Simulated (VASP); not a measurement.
# Ta2N (P-3m1) in VASP: notebook, part 3 of 3

VASP 6.6.1.

## Step 5: Single point, PBEsol (12.14 Å³/atom)

This run uses another cell than the first one, of 12.14 Å³/atom.

Input file INCAR:

```
SYSTEM = Ta2N
ALGO     = Normal         ! electronic algorithm
EDIFF    = 1E-6           ! SCF threshold, eV
ENCUT    = 700            ! plane-wave cutoff, eV
GGA      = PS             ! functional
GGA_COMPAT= .False.      
ISIF     = 2              ! what is computed and relaxed
ISMEAR   = 0              ! smearing method
LASPH    = .True.         ! aspherical terms in the spheres
LCHARG   = .True.         ! write CHGCAR
LELF     = .True.         ! ELF
LREAL    = .False.        ! projectors in reciprocal space
LVHAR    = .True.       
LWAVE    = .False.        ! write WAVECAR
NBANDS   = 22             ! bands
NELM     = 120            ! most SCF steps
PREC     = Accurate       ! precision mode
SIGMA    = 0.15           ! smearing width, eV
```

Input file KPOINTS:

```
k-points
0
Gamma
  18 18 10
  0 0 0
```

Input file POSCAR:

```
Ta2N
1.0
    3.0241136458      0.0000000000      0.0000000000
   -1.5120568229      2.6189592412      0.0000000000
    0.0000000000      0.0000000000      4.5984672099
Ta N
2 1
Direct
    0.6666666667      0.3333333333      0.7463700642
    0.3333333333      0.6666666667      0.2536299358
    0.0000000000      0.0000000000      0.0000000000
```

Potentials or basis: VASP PAW PBE potentials, release 64 (Ta_sv_GW, N).

Started as:

```
$ cat potpaw_PBE.64/Ta_sv_GW/POTCAR potpaw_PBE.64/N/POTCAR > POTCAR
$ mpirun -np 1 vasp_std > vasp.out
```

OUTCAR:

```text
SYSTEM = Ta2N
   EDIFF = 1E-6
   ENCUT = 700
   GGA = PS
   ISIF = 2
   ISMEAR = 0
   LASPH = .True.
   LREAL = .False.
   NELM = 120
   PREC = Accurate

 ion  position               nearest neighbor table
   1  0.667  0.333  0.746-   3 2.10   3 2.10   3 2.10   2 2.86   2 2.86   2 2.86   2 2.91   2 2.91
                             2 2.91
   2  0.333  0.667  0.254-   3 2.10   3 2.10   3 2.10   1 2.86   1 2.86   1 2.86   1 2.91   1 2.91
                             1 2.91
   3  0.000  0.000  0.000-   1 2.10   2 2.10   1 2.10   2 2.10   1 2.10   2 2.10

  LATTYP: Found a hexagonal cell.
 ALAT       =     3.0241136458
[... 797 lines left out ...]
  Direction    XX          YY          ZZ          XY          YZ          ZX
  --------------------------------------------------------------------------------------
  -------------------------------------------------------------------------------------
  Total        6.2827264      6.2827264      8.1797490     -0.0000000     -0.0000000      0.0000000
  in kB      276.3877468    276.3877468    359.8409777     -0.0000000     -0.0000000      0.0000000
  external PRESSURE =     304.2054904 kB  Pullay stress =       0.0000000 kB

 VOLUME and BASIS-vectors are now :
 -----------------------------------------------------------------------------
  energy-cutoff  :      700.00
  volume of cell :       36.42
      direct lattice vectors                 reciprocal lattice vectors
     3.024113646  0.000000000  0.000000000     0.330675403  0.190915533  0.000000000
    -1.512056823  2.618959241  0.000000000     0.000000000  0.381831066  0.000000000
     0.000000000  0.000000000  4.598467210     0.000000000  0.000000000  0.217463767

 POSITION                                       TOTAL-FORCE (eV/Angst)
 -----------------------------------------------------------------------------------
      1.51206      0.87299      3.43216         0.000000      0.000000     -0.428226
     -0.00000      1.74597      1.16631        -0.000000      0.000000      0.428226
      0.00000      0.00000      0.00000         0.000000      0.000000      0.000000
 -----------------------------------------------------------------------------------
    total drift:                                0.000000     -0.000000     -0.000000

  FREE ENERGIE OF THE ION-ELECTRON SYSTEM (eV)
  ---------------------------------------------------
  free  energy   TOTEN  =       -41.2481430199 eV

  energy  without entropy=      -41.2365469565  energy(sigma->0) =      -41.24234499
```

OSZICAR:

```text
N       E                     dE             d eps       ncg     rms          rms(c)
DAV:   1     0.305124854012E+03    0.30512E+03   -0.22608E+04 14528   0.179E+03
DAV:   2    -0.252099471855E+02   -0.33033E+03   -0.31548E+03 18206   0.458E+02
DAV:   3    -0.449217510358E+02   -0.19712E+02   -0.19403E+02 19586   0.112E+02
DAV:   4    -0.455320428605E+02   -0.61029E+00   -0.60979E+00 18398   0.167E+01
DAV:   5    -0.455393203617E+02   -0.72775E-02   -0.72746E-02 20440   0.190E+00    0.107E+02
DAV:   6    -0.416194241277E+02    0.39199E+01   -0.15762E+01 18974   0.257E+01    0.759E+01
DAV:   7    -0.416055387854E+02    0.13885E-01   -0.54270E+00 16112   0.158E+01    0.386E+00
DAV:   8    -0.412531827173E+02    0.35236E+00   -0.12262E+00 17394   0.743E+00    0.588E+00
DAV:   9    -0.412490258220E+02    0.41569E-02   -0.11722E-01 16642   0.250E+00    0.323E+00
DAV:  10    -0.412483268531E+02    0.69897E-03   -0.38623E-03 17720   0.472E-01    0.220E+00
DAV:  11    -0.412483200970E+02    0.67561E-05   -0.81108E-04 17536   0.288E-01    0.144E+00
DAV:  12    -0.412481788540E+02    0.14124E-03   -0.14648E-03 19648   0.318E-01    0.111E+00
DAV:  13    -0.412481454764E+02    0.33378E-04   -0.97930E-05 18322   0.746E-02    0.302E-01
DAV:  14    -0.412481437010E+02    0.17754E-05   -0.12337E-05 14338   0.233E-02    0.304E-02
DAV:  15    -0.412481430199E+02    0.68110E-06   -0.55769E-06 16830   0.157E-02
   1 F= -.41248143E+02 E0= -.41242345E+02  d E =-.115961E-01
```

Run time: 3.6 min. Hardware: 1 thread of AMD EPYC 9R45 (Zen 5), shared host; peak memory 0.48 GiB.

Results:

```yaml
Free_energy: -41.2481 eV
Pressure: 30.4 GPa
Largest_force: 0.428 eV/Å
Band_gap_on_the_k_mesh: zero (an odd number of electrons rules out a gap without spin polarisation)
```

Forces on the atoms (eV/Å):
```
Ta   0.000  0.000 -0.428
Ta   0.000  0.000  0.428
N    0.000  0.000  0.000
```

Levels at points of the mesh, in eV from the Fermi level:
| k point | band 11 | band 12 | band 13 | band 14 | band 15 | band 16 | band 17 | band 18 | band 19 | band 20 |
| --- | --- | --- | --- | --- | --- | --- | --- | --- | --- | --- |
| (0.00, 0.00, 0.00) | -6.80 | -6.80 | -4.72 | -0.47 | -0.27 | -0.27 | 0.10 | 0.10 | 0.40 | 1.39 |
| (0.50, 0.00, 0.00) | -7.04 | -6.86 | -5.15 | -2.74 | -1.27 | 2.00 | 2.51 | 4.21 | 4.64 | 4.85 |
| (0.00, 0.00, 0.50) | -7.04 | -7.04 | -2.87 | -2.48 | -1.44 | -1.44 | 2.21 | 2.48 | 2.70 | 2.70 |
| (0.50, 0.00, 0.50) | -7.14 | -6.66 | -3.57 | -2.13 | -2.05 | -0.05 | 0.80 | 3.60 | 3.85 | 4.56 |

Caveat: the stress differs along the axes, from 28 to 36 GPa; the PAW data sets were made with another functional, which shifts forces and pressure a little; spin-orbit coupling is left out, which moves the levels of the heavy elements.

## Step 6: Single point, PBEsol (12.67 Å³/atom)

Input file INCAR:

```
SYSTEM = Ta2N
  ALGO = Normal
  EDIFF = 1E-6
  ENCUT = 700
  GGA = PS
  GGA_COMPAT = .FALSE.
  ISIF = 2
  ISMEAR = 0
  LASPH = .TRUE.
  LCHARG = .TRUE.
  LELF = .TRUE.
  LREAL = .FALSE.
  LVHAR = .TRUE.
  LWAVE = .FALSE.
  NBANDS = 22
  NELM = 120
  PREC = Accurate
  SIGMA = 0.15
```

Input file KPOINTS:

```
k-points
0
G
  18 18 10
  0 0 0
```

Input file POSCAR:

```
Ta2N
1.0
    3.0673351436      0.0000000000      0.0000000000
   -1.5336675718      2.6563901563      0.0000000000
    0.0000000000      0.0000000000      4.6641898194
Ta N
2 1
Direct
    0.6666666667      0.3333333333      0.7463700642
    0.3333333333      0.6666666667      0.2536299358
    0.0000000000      0.0000000000      0.0000000000
```

Potentials or basis: VASP PAW PBE potentials, release 64 (Ta_sv_GW, N).

Started as:

```
$ cat potpaw_PBE.64/Ta_sv_GW/POTCAR potpaw_PBE.64/N/POTCAR > POTCAR
$ mpirun -np 1 vasp_std > vasp.out
```

It took 5.9 min on 1 thread of Intel Xeon Platinum 8259CL at 2.50GHz (Skylake/Cascade Lake), shared host; peak memory 0.52 GiB.

It converged, with:

```
Free energy            : -41.4665 eV
Pressure               : 13.7 GPa
Largest force          : 0.096 eV/Å
Band gap on the k mesh : zero (an odd number of electrons rules out a gap without spin polarisation)
```

Forces on the atoms (eV/Å):
```
Ta   0.000  0.000 -0.096
Ta   0.000  0.000  0.096
N    0.000  0.000  0.000
```

Stress tensor (GPa, compression positive):
```
11.14  0.00  0.00
 0.00 11.14  0.00
 0.00  0.00 18.72
```

Levels at points of the mesh, in eV from the Fermi level:
```csv
k point,band 12,band 13,band 14,band 15,band 16,band 17,band 18,band 19
"(0.00, 0.00, 0.00)",-6.56,-4.78,-0.44,-0.25,-0.25,0.10,0.10,0.39
"(0.50, 0.00, 0.00)",-6.69,-4.90,-2.71,-1.32,1.88,2.38,3.96,4.36
"(0.00, 0.00, 0.50)",-6.78,-2.76,-2.49,-1.36,-1.36,2.10,2.22,2.55
"(0.50, 0.00, 0.50)",-6.47,-3.42,-2.14,-2.08,-0.05,0.75,3.39,3.64
```

Caveat: the stress differs along the axes, from 11 to 19 GPa; the PAW data sets were made with another functional, which shifts forces and pressure a little; spin-orbit coupling is left out, which moves the levels of the heavy elements.

## Step 7: Overview

| potentials or basis | cell | cutoff (eV) | gap on the mesh (eV) | pressure (GPa) | largest force (eV/Å) |
| --- | --- | --- | --- | --- | --- |
| VASP PAW PBE potentials, release 64 (Ta_pv, N) | a = 3.161, b = 3.161, c = 4.391 Å, angles 90.0, 90.0, 120.0°, 3 atoms | 520 | none | 15.8 | 0.64 |
| VASP PAW PBE potentials, release 64 (Ta_sv_GW, N) | a = 3.077, b = 3.077, c = 4.539 Å, angles 90.0, 90.0, 120.0°, 3 atoms | 700 | none | 21.9 | 0.01 |
| VASP PAW PBE potentials, release 64 (Ta_sv_GW, N) | a = 3.130, b = 3.130, c = 4.480 Å, angles 90.0, 90.0, 120.0°, 3 atoms | 700 | none | 14.4 | 0.40 |
| VASP PAW PBE potentials, release 64 (Ta_sv_GW, N) | a = 3.024, b = 3.024, c = 4.598 Å, angles 90.0, 90.0, 120.0°, 3 atoms | 700 | none | 30.4 | 0.43 |
| VASP PAW PBE potentials, release 64 (Ta_sv_GW, N) | a = 3.067, b = 3.067, c = 4.664 Å, angles 90.0, 90.0, 120.0°, 3 atoms | 700 | none | 13.7 | 0.10 |

Alike in all rows: task single point; level PBEsol; no spin polarisation; k mesh 18 × 18 × 10; smearing gaussian 0.15 eV.

Caveats: the PAW data sets were made with another functional, which shifts forces and pressure a little; spin-orbit coupling is left out, which moves the levels of the heavy elements; the stress differs along the axes, from 4 to 39 GPa (at least some runs); the stress differs along the axes, from 16 to 33 GPa (at least some runs); the stress differs along the axes, from 6 to 31 GPa (at least some runs); the stress differs along the axes, from 28 to 36 GPa (at least some runs); the stress differs along the axes, from 11 to 19 GPa (at least some runs).

Total energies depend on the potentials used, so only differences within one code and one set of settings carry meaning.
